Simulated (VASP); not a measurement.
Wanted: the native input for a VASP 6.6.1 run.

| Item | Value |
| --- | --- |
| Task | single point |
| Functional | PBEsol |
| Potentials or basis | VASP PAW PBE potentials, release 64 (Al, O) |
| Cutoff | 520 eV |
| k mesh | 6 × 6 × 6 |
| Occupations | gaussian, width 0.05 eV |
| Spin | no spin polarisation |
| Dipole correction | no |
| Further INCAR settings | ALGO = Normal; EDIFF = 1e-06; NBANDS = 35 |

The structure of Al2O3 lies in POSCAR:

```
Al2O3
1.0
    2.3358509594      1.3486041802      4.5284363933
   -2.3358509594      1.3486041802      4.5284363933
    0.0000000000     -2.6972083604      4.5284363933
Al O
4 6
Direct
    0.8597195797      0.8597195797      0.8597195797
    0.6402804203      0.6402804203      0.6402804203
    0.1402804203      0.1402804203      0.1402804203
    0.3597195797      0.3597195797      0.3597195797
    0.0558571577      0.4441428423      0.7500000000
    0.7500000000      0.0558571577      0.4441428423
    0.4441428423      0.7500000000      0.0558571577
    0.9441428423      0.5558571577      0.2500000000
    0.2500000000      0.9441428423      0.5558571577
    0.5558571577      0.2500000000      0.9441428423
```

This cell differs from its parent crystal: c/a of the conventional cell at fixed volume 2.9080.

The input as run:

INCAR

```
  PREC = Accurate
  ENCUT = 520
  EDIFF = 1E-6
  ISMEAR = 0
  SIGMA = 0.05
  LREAL = F
  LASPH = T
  NELM = 80
  ALGO = Normal
  ISIF = 2
  LWAVE = F
  LCHARG = F
  GGA = PS
  NBANDS = 35
```

KPOINTS

```
regular mesh
0
Gamma
  6 6 6
```

Potentials or basis: VASP PAW PBE potentials, release 64 (Al, O).

The run is started by

```bash
$ cat potpaw_PBE.64/Al/POTCAR potpaw_PBE.64/O/POTCAR > POTCAR
$ mpirun -np 1 vasp_std > vasp.out
```

Results of the run:

```
Pressure               : 4.6 GPa
Largest force          : 1.744 eV/Å
Band gap on the k mesh : 5.71 eV, direct
```

Caveat: the PAW data sets were made with another functional, which shifts forces and pressure a little.

Run time: 81 s on 1 thread of Intel Xeon 6975P-C, with other jobs on the host, peak memory 0.26 GiB.
